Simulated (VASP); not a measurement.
# Si in VASP: a series of runs, part 2 of 2

VASP 6.6.1. Earlier steps stand in the parts before.

## Step 3: Single point, LDA

File INCAR:

```
SYSTEM = Si
PREC     = Accurate       ! precision mode
ENCUT    = 520            ! plane-wave cutoff, eV
EDIFF    = 1E-6           ! SCF threshold, eV
ISMEAR   = -1             ! smearing method
SIGMA    = 0.02           ! smearing width, eV
LREAL    = .False.        ! projectors in reciprocal space
LASPH    = .True.         ! aspherical terms in the spheres
NELM     = 60             ! most SCF steps
ALGO     = Normal         ! electronic algorithm
ISIF     = 2              ! what is computed and relaxed
LWAVE    = .False.        ! write WAVECAR
LCHARG   = .False.        ! write CHGCAR
LDIPOL   = .True.       
IDIPOL   = 3            
DIPOL    = 0.5 0.5 0.500
GGA      = CA             ! functional
NBANDS   = 21             ! bands
```

File KPOINTS:

```
regular mesh
0
Gamma
  8 8 1
  0 0 0
```

File POSCAR:

```
Si
1.0
    3.8197434381      0.0000000000      0.0000000000
    0.0000000000      3.8197434381      0.0000000000
    0.0000000000      0.0000000000     22.7524000000
Si
6
Direct
    0.7500000000      0.0000000000      0.3528283012
    0.2500000000      0.0000000000      0.4110438458
    0.2500000000      0.5000000000      0.4705218069
    0.7500000000      0.5000000000      0.5294781928
    0.7500000000      0.0000000000      0.5889561547
    0.2500000000      0.0000000000      0.6471716986
```

Potentials or basis: VASP PAW LDA potentials, release 64 (Si).

Launch:

```sh
> cat potpaw_LDA.64/Si/POTCAR > POTCAR
> mpirun -np 1 vasp_std > vasp.out
```

OUTCAR:

```text
SYSTEM = Si
   PREC = Accurate
   ENCUT = 520
   EDIFF = 1E-6
   ISMEAR = -1
   LREAL = .False.
   LASPH = .True.
   NELM = 60
   ISIF = 2
   GGA = CA

 ion  position               nearest neighbor table
   1  0.750  0.000  0.353-   2 2.32   2 2.32
   2  0.250  0.000  0.411-   1 2.32   1 2.32   3 2.34   3 2.34
   3  0.250  0.500  0.471-   4 2.33   4 2.33   2 2.34   2 2.34
   4  0.750  0.500  0.529-   3 2.33   3 2.33   5 2.34   5 2.34
   5  0.750  0.000  0.589-   6 2.32   6 2.32   4 2.34   4 2.34
   6  0.250  0.000  0.647-   5 2.32   5 2.32

[... 789 lines left out ...]
  Total       -0.1355888     -3.9641437      0.0039929      0.0000000      0.0000000      0.0000000
  in kB       -0.6543933    -19.1321761      0.0192709      0.0000000      0.0000000      0.0000000
  external PRESSURE =      -6.5890995 kB  Pullay stress =       0.0000000 kB

 VOLUME and BASIS-vectors are now :
 -----------------------------------------------------------------------------
  energy-cutoff  :      520.00
  volume of cell :      331.97
      direct lattice vectors                 reciprocal lattice vectors
     3.819743438  0.000000000  0.000000000     0.261797688  0.000000000  0.000000000
     0.000000000  3.819743438  0.000000000     0.000000000  0.261797688  0.000000000
     0.000000000  0.000000000 22.752400000     0.000000000  0.000000000  0.043951407

 POSITION                                       TOTAL-FORCE (eV/Angst)
 -----------------------------------------------------------------------------------
      2.86481      0.00000      8.02769         0.000000      0.000000     -0.000260
      0.95494      0.00000      9.35223        -0.000000     -0.000000     -0.001653
      0.95494      1.90987     10.70550         0.000000     -0.000000     -0.005337
      2.86481      1.90987     12.04690         0.000000      0.000000      0.005337
      2.86481      0.00000     13.40017         0.000000      0.000000      0.001653
      0.95494      0.00000     14.72471         0.000000     -0.000000      0.000260
 -----------------------------------------------------------------------------------
    total drift:                               -0.000000      0.000000     -0.000000

  FREE ENERGIE OF THE ION-ELECTRON SYSTEM (eV)
  ---------------------------------------------------
  free  energy   TOTEN  =       -31.5331757892 eV

  energy  without entropy=      -31.5285823547  energy(sigma->0) =      -31.53087907

 vacuum level on the upper side and lower side of the slab         3.926         3.926
```

OSZICAR:

```text
N       E                     dE             d eps       ncg     rms          rms(c)
DAV:   1     0.996293052579E+02    0.99629E+02   -0.76019E+03  1050   0.815E+02
DAV:   2    -0.234319322720E+02   -0.12306E+03   -0.12017E+03  1532   0.143E+02
DAV:   3    -0.321488781789E+02   -0.87169E+01   -0.86012E+01  1263   0.390E+01
DAV:   4    -0.324492831199E+02   -0.30040E+00   -0.30005E+00  1638   0.908E+00
[... 13 lines left out ...]
DAV:  18    -0.315331650996E+02   -0.67339E-05   -0.17989E-07   992   0.124E-03    0.610E-04
DAV:  19    -0.315331692136E+02   -0.41140E-05   -0.40724E-07  1041   0.125E-03    0.124E-03
DAV:  20    -0.315331730064E+02   -0.37928E-05   -0.77767E-08   839   0.720E-04    0.251E-04
DAV:  21    -0.315331752221E+02   -0.22157E-05   -0.89476E-08   902   0.571E-04    0.210E-04
DAV:  22    -0.315331757892E+02   -0.56707E-06   -0.29640E-08   823   0.362E-04
   1 F= -.31533176E+02 E0= -.31530879E+02  d E =-.459343E-02
```

stdout:

```text
POSCAR found type information on POSCAR Si
 POSCAR found :  1 types and       6 ions
 scaLAPACK will be used
 LDA part: xc-table for (Slater(with rela. corr.)+CA(PZ))
 , standard interpolation
 POSCAR, INCAR and KPOINTS ok, starting setup
 FFT: planning ... GRIDC
 FFT: planning ... GRID_SOFT
 FFT: planning ... GRID
 WAVECAR not read
 entering main loop
```

Run time: 2.2 min. Hardware: 1 thread of AMD EPYC 9R45 (Zen 5), shared host; peak memory 0.32 GiB.

What came out:

```yaml
Free_energy: -31.5332 eV
Largest_force: 0.005 eV/Å
Band_gap_on_the_k_mesh: zero (bands 12 and 13 overlap by 1.03 eV)
```

Forces in eV/Å, atoms in the order of the input:
```
Si   0.000  0.000  0.000
Si   0.000  0.000 -0.002
Si   0.000  0.000 -0.005
Si   0.000  0.000  0.005
Si   0.000  0.000  0.002
Si   0.000  0.000  0.000
```

Levels at points of the mesh, in eV from the Fermi level:
| k point | band 10 | band 11 | band 12 | band 13 | band 14 | band 15 |
| --- | --- | --- | --- | --- | --- | --- |
| (0.00, 0.00, 0.00) | -0.76 | -0.30 | 0.44 | 1.17 | 1.19 | 1.70 |
| (0.50, 0.00, 0.00) | -1.07 | -0.59 | -0.59 | 2.48 | 2.48 | 2.51 |
| (0.00, 0.50, 0.00) | -0.92 | -0.84 | -0.52 | 0.39 | 0.62 | 2.62 |
| (0.50, 0.50, 0.00) | -3.03 | -0.63 | -0.63 | -0.59 | -0.59 | 2.56 |

## Step 4: Single point, LDA

File INCAR:

```
ALGO = Normal
DIPOL = 0.5 0.5 0.500
EDIFF = 1E-6
ENCUT = 520
IDIPOL = 3
ISIF = 2
ISMEAR = -1
LASPH = True
LCHARG = False
LDIPOL = True
LREAL = False
LWAVE = False
NBANDS = 21
NELM = 60
PREC = Accurate
SIGMA = 0.02
```

File KPOINTS:

```
k-points
0
Gamma
  8 8 1
```

POSCAR is that of step 3.

Launch:

```sh
> cat potpaw_LDA.64/Si/POTCAR > POTCAR
> mpirun -np 1 vasp_std > vasp.out
```

Run time: 2.3 min. Hardware: 1 thread of AMD EPYC 9R45 (Zen 5), shared host; peak memory 0.31 GiB.

Results (log left out):

* Free energy: -31.5332 eV
* Largest force: 0.005 eV/Å
* Band gap on the k mesh: zero (bands 12 and 13 overlap by 1.03 eV)

Forces on the atoms (eV/Å):
```
Si   0.000  0.000  0.000
Si   0.000  0.000 -0.002
Si   0.000  0.000 -0.005
Si   0.000  0.000  0.005
Si   0.000  0.000  0.002
Si   0.000  0.000  0.000
```

Levels at points of the mesh, in eV from the Fermi level:
```tsv
k point	band 8	band 9	band 10	band 11	band 12	band 13	band 14	band 15	band 16	band 17
(0.00, 0.00, 0.00)	-1.39	-1.15	-0.76	-0.30	0.44	1.17	1.19	1.70	2.26	2.63
(0.50, 0.00, 0.00)	-2.58	-1.07	-1.07	-0.59	-0.59	2.48	2.48	2.51	2.51	3.74
(0.00, 0.50, 0.00)	-1.14	-0.95	-0.92	-0.84	-0.52	0.39	0.62	2.62	2.64	2.88
(0.50, 0.50, 0.00)	-3.29	-3.03	-3.03	-0.63	-0.63	-0.59	-0.59	2.56	2.56	2.69
```

## Step 5: Single point, LDA

File INCAR:

```
SYSTEM = Si
ALGO     = Normal         ! electronic algorithm
EDIFF    = 1E-6           ! SCF threshold, eV
ENCUT    = 520            ! plane-wave cutoff, eV
GGA      = CA             ! functional
ISIF     = 2              ! what is computed and relaxed
ISMEAR   = -1             ! smearing method
LASPH    = .TRUE.         ! aspherical terms in the spheres
LCHARG   = .TRUE.         ! write CHGCAR
LELF     = .TRUE.         ! ELF
LREAL    = .FALSE.        ! projectors in reciprocal space
LVHAR    = .TRUE.       
LWAVE    = .FALSE.        ! write WAVECAR
NBANDS   = 21             ! bands
NELM     = 60             ! most SCF steps
PREC     = Accurate       ! precision mode
SIGMA    = 0.02           ! smearing width, eV
```

File KPOINTS:

```
k-points
0
G
  8 8 1
  0 0 0
```

POSCAR is that of step 4.

Potentials or basis: VASP PAW LDA potentials, release 64 (Si).

Launch:

```sh
> cat potpaw_LDA.64/Si/POTCAR > POTCAR
> mpirun -np 1 vasp_std > vasp.out
```

OUTCAR:

```text
SYSTEM = Si
   EDIFF = 1E-6
   ENCUT = 520
   GGA = CA
   ISIF = 2
   ISMEAR = -1
   LASPH = .TRUE.
   LREAL = .FALSE.
   NELM = 60
   PREC = Accurate

 ion  position               nearest neighbor table
   1  0.750  0.000  0.353-   2 2.32   2 2.32
   2  0.250  0.000  0.411-   1 2.32   1 2.32   3 2.34   3 2.34
   3  0.250  0.500  0.471-   4 2.33   4 2.33   2 2.34   2 2.34
   4  0.750  0.500  0.529-   3 2.33   3 2.33   5 2.34   5 2.34
   5  0.750  0.000  0.589-   6 2.32   6 2.32   4 2.34   4 2.34
   6  0.250  0.000  0.647-   5 2.32   5 2.32

  LATTYP: Found a simple tetragonal cell.
 ALAT       =     3.8197434381
 C/A-ratio  =     5.9565257114

  Lattice vectors:

 A1 = (   3.8197434381,   0.0000000000,   0.0000000000)
 A2 = (   0.0000000000,   3.8197434381,   0.0000000000)
 A3 = (   0.0000000000,   0.0000000000,  22.7524000000)

Analysis of symmetry for initial positions (statically):
=====================================================================
 Subroutine PRICEL returns:
 Original cell was already a primitive cell.

 Routine SETGRP: Setting up the symmetry group for a
 simple tetragonal supercell.

 Subroutine GETGRP returns: Found  8 space group operations
 (whereof  4 operations were pure point group operations)
 out of a pool of 16 trial point group operations.

The static configuration has the point symmetry C_2h.
 The point group associated with its full space group is D_2h.

Analysis of symmetry for dynamics (positions and initial velocities):
=====================================================================
 Subroutine PRICEL returns:
 Original cell was already a primitive cell.

 Routine SETGRP: Setting up the symmetry group for a
 simple tetragonal supercell.

 Subroutine GETGRP returns: Found  8 space group operations
 (whereof  4 operations were pure point group operations)
 out of a pool of 16 trial point group operations.

[... 128 lines left out ...]
     AMIX_MAG =   1.60;   BMIX_MAG =  1.00
  volume/ion in A,a.u.               =      55.33       373.37
  Fermi-wavevector in a.u.,A,eV,Ry     =   0.681993  1.288780  6.328270  0.465115
  Thomas-Fermi vector in A             =   1.760937
   LORBIT       =      0    0 simple, 1 ext, 2 COOP (PROOUT), +10 PAW based schemes
   GGA     = CA    functional components
   LHFCALC =     F    Hartree Fock is set to
   AEXX    =    0.0000 exact exchange contribution
   IVDW    =     0    specifies the selected vdW correction
   LEPSILON=     F    determine dielectric tensor
   LRPA    =     F    only Hartree local field effects (RPA)
 non-spin polarized calculation
  energy-cutoff  :      520.00
  volume of cell :      331.97
 maximum number of plane-waves:      8968
   NGX = 15   NGY = 15   NGZ = 85

 number of electron      24.0000000 magnetization

 Free energy of the ion-electron system (eV)
  ---------------------------------------------------
  ext. energy  EPLUGINS =         0.00000000
  ---------------------------------------------------
  free energy    TOTEN  =       -31.53317579 eV

  energy without entropy =      -31.52858235  energy(sigma->0) =      -31.53087907

 E-fermi :  -1.4758     XC(G=0):  -4.2963

 val. band max:       -1.5190265384   @ k =   0.2500   0.0000   0.0000
 cond. band min:      -1.4713935045   @ k =   0.0000   0.2500   0.0000
 fundamental gap:      0.0476330339
 Fermi energy:        -1.4758094061

 k-point     1 :       0.0000    0.0000    0.0000
  band No.  band energies     occupation
      1     -12.9422      2.00000
      2     -11.7203      2.00000
      3      -9.8894      2.00000
      4      -7.5261      2.00000
      5      -4.8687      2.00000
      6      -3.8422      2.00000
[... 565 lines left out ...]
     20       3.5385      0.00000
     21       4.6069      0.00000

 [... further k-points ...]

------------------------ aborting loop because EDIFF is reached ----------------------------------------

  FORCE on cell =-STRESS in cart. coord.  units (eV):
  Direction    XX          YY          ZZ          XY          YZ          ZX
  --------------------------------------------------------------------------------------
  -------------------------------------------------------------------------------------
  Total       -0.1355888     -3.9641437      0.0039929      0.0000000      0.0000000      0.0000000
  in kB       -0.6543932    -19.1321761      0.0192709      0.0000000      0.0000000      0.0000000
  external PRESSURE =      -6.5890995 kB  Pullay stress =       0.0000000 kB

 VOLUME and BASIS-vectors are now :
 -----------------------------------------------------------------------------
  energy-cutoff  :      520.00
  volume of cell :      331.97
      direct lattice vectors                 reciprocal lattice vectors
     3.819743438  0.000000000  0.000000000     0.261797688  0.000000000  0.000000000
     0.000000000  3.819743438  0.000000000     0.000000000  0.261797688  0.000000000
     0.000000000  0.000000000 22.752400000     0.000000000  0.000000000  0.043951407

 POSITION                                       TOTAL-FORCE (eV/Angst)
 -----------------------------------------------------------------------------------
      2.86481      0.00000      8.02769        -0.000000      0.000000     -0.000260
      0.95494      0.00000      9.35223         0.000000     -0.000000     -0.001653
      0.95494      1.90987     10.70550         0.000000      0.000000     -0.005337
      2.86481      1.90987     12.04690        -0.000000      0.000000      0.005337
      2.86481      0.00000     13.40017        -0.000000     -0.000000      0.001653
      0.95494      0.00000     14.72471         0.000000     -0.000000      0.000260
 -----------------------------------------------------------------------------------
    total drift:                               -0.000000      0.000000     -0.000000

  FREE ENERGIE OF THE ION-ELECTRON SYSTEM (eV)
  ---------------------------------------------------
  free  energy   TOTEN  =       -31.5331757892 eV

  energy  without entropy=      -31.5285823547  energy(sigma->0) =      -31.53087907
```

OSZICAR:

```text
N       E                     dE             d eps       ncg     rms          rms(c)
DAV:   1     0.996293052579E+02    0.99629E+02   -0.76019E+03  1050   0.815E+02
DAV:   2    -0.234319322720E+02   -0.12306E+03   -0.12017E+03  1532   0.143E+02
DAV:   3    -0.321488781793E+02   -0.87169E+01   -0.86012E+01  1263   0.390E+01
DAV:   4    -0.324492831197E+02   -0.30040E+00   -0.30005E+00  1638   0.908E+00
[... 13 lines left out ...]
DAV:  18    -0.315331650999E+02   -0.67343E-05   -0.17989E-07   992   0.124E-03    0.610E-04
DAV:  19    -0.315331692138E+02   -0.41138E-05   -0.40724E-07  1041   0.125E-03    0.124E-03
DAV:  20    -0.315331730064E+02   -0.37927E-05   -0.77771E-08   839   0.720E-04    0.251E-04
DAV:  21    -0.315331752220E+02   -0.22156E-05   -0.89473E-08   902   0.571E-04    0.210E-04
DAV:  22    -0.315331757892E+02   -0.56717E-06   -0.29634E-08   823   0.362E-04
   1 F= -.31533176E+02 E0= -.31530879E+02  d E =-.459343E-02
```

Wall time 2.5 min (1 thread of AMD EPYC 9R45 (Zen 5), shared host); peak memory 0.31 GiB.

What came out:

```
Free energy            : -31.5332 eV
Largest force          : 0.005 eV/Å
Band gap on the k mesh : zero (bands 12 and 13 overlap by 1.03 eV)
```

Forces on the atoms (eV/Å):
```
Si   0.000  0.000  0.000
Si   0.000  0.000 -0.002
Si   0.000  0.000 -0.005
Si   0.000  0.000  0.005
Si   0.000  0.000  0.002
Si   0.000  0.000  0.000
```

Levels at points of the mesh, in eV from the Fermi level:
```csv
k point,band 8,band 9,band 10,band 11,band 12,band 13,band 14,band 15,band 16,band 17
"(0.00, 0.00, 0.00)",-1.39,-1.15,-0.76,-0.30,0.44,1.17,1.19,1.70,2.26,2.63
"(0.50, 0.00, 0.00)",-2.58,-1.07,-1.07,-0.59,-0.59,2.48,2.48,2.51,2.51,3.74
"(0.00, 0.50, 0.00)",-1.14,-0.95,-0.92,-0.84,-0.52,0.39,0.62,2.62,2.64,2.88
"(0.50, 0.50, 0.00)",-3.29,-3.03,-3.03,-0.63,-0.63,-0.59,-0.59,2.56,2.56,2.69
```

## Step 6: Single point, LDA

File INCAR:

```
  PREC = Accurate
  ENCUT = 520
  EDIFF = 1E-7
  ISMEAR = -1
  SIGMA = 0.15
  LREAL = F
  LASPH = T
  NELM = 80
  ALGO = Normal
  ISIF = 2
  LWAVE = F
  LCHARG = F
  LDIPOL = T
  IDIPOL = 3
  DIPOL = 0.5 0.5 0.500
  NBANDS = 21
```

File KPOINTS:

```
Automatic mesh
0
Gamma
  10 10 1
```

File POSCAR:

```
Si
1.0
    3.8197434381      0.0000000000      0.0000000000
    0.0000000000      3.8197434381      0.0000000000
    0.0000000000      0.0000000000     22.7524000000
Si
6
Direct
    0.7500000000      0.0000000000      0.3516109022
    0.2500000000      0.0000000000      0.4109665413
    0.2500000000      0.5000000000      0.4703221804
    0.7500000000      0.5000000000      0.5296778196
    0.7500000000      0.0000000000      0.5890334587
    0.2500000000      0.0000000000      0.6483890978
```

Potentials or basis: VASP PAW LDA potentials, release 64 (Si).

Launch:

```sh
> cat potpaw_LDA.64/Si/POTCAR > POTCAR
> mpirun -np 1 vasp_std > vasp.out
```

It took 3.7 min on 1 thread of AMD EPYC 9R45 (Zen 5), shared host; peak memory 0.35 GiB.

It converged, with:

| Item | Value |
| --- | --- |
| Free energy | -31.6573 eV |
| Largest force | 0.130 eV/Å |
| Band gap on the k mesh | zero (bands 12 and 13 overlap by 1.03 eV) |

Forces in eV/Å, atoms in the order of the input:
```
Si   0.000  0.000  0.119
Si   0.000  0.000 -0.130
Si   0.000  0.000  0.032
Si   0.000  0.000 -0.032
Si   0.000  0.000  0.130
Si   0.000  0.000 -0.119
```

Levels at points of the mesh, in eV from the Fermi level:
```
           k point  band 9  band 10  band 11  band 12  band 13  band 14  band 15  band 16
(0.00, 0.00, 0.00)   -1.15    -0.82    -0.26     0.40     1.17     1.21     1.70     2.26
(0.50, 0.00, 0.00)   -1.08    -1.08    -0.64    -0.64     2.48     2.48     2.49     2.49
(0.00, 0.50, 0.00)   -0.99    -0.85    -0.77    -0.59     0.33     0.54     2.65     2.65
(0.50, 0.50, 0.00)   -3.04    -3.04    -0.64    -0.64    -0.63    -0.63     2.53     2.53
```

## Step 7: The runs side by side

```tsv
cell	k mesh	smearing	dipole correction	gap on the mesh (eV)	largest force (eV/Å)
as given, atomic positions A	8 × 8 × 1	fermi-dirac 0.02 eV	yes	none	0.19
as given, atomic positions B	8 × 8 × 1	fermi-dirac 0.02 eV	yes	none	0.01
as given, atomic positions B	8 × 8 × 1	fermi-dirac 0.02 eV	no	none	0.01
as given, atomic positions A	10 × 10 × 1	fermi-dirac 0.15 eV	yes	none	0.13
```

Alike in all rows: task single point; level LDA; potentials or basis VASP PAW LDA potentials, release 64 (Si); no spin polarisation; cutoff (eV) 520.

Total energies depend on the potentials used, so only differences within one code and one set of settings carry meaning.
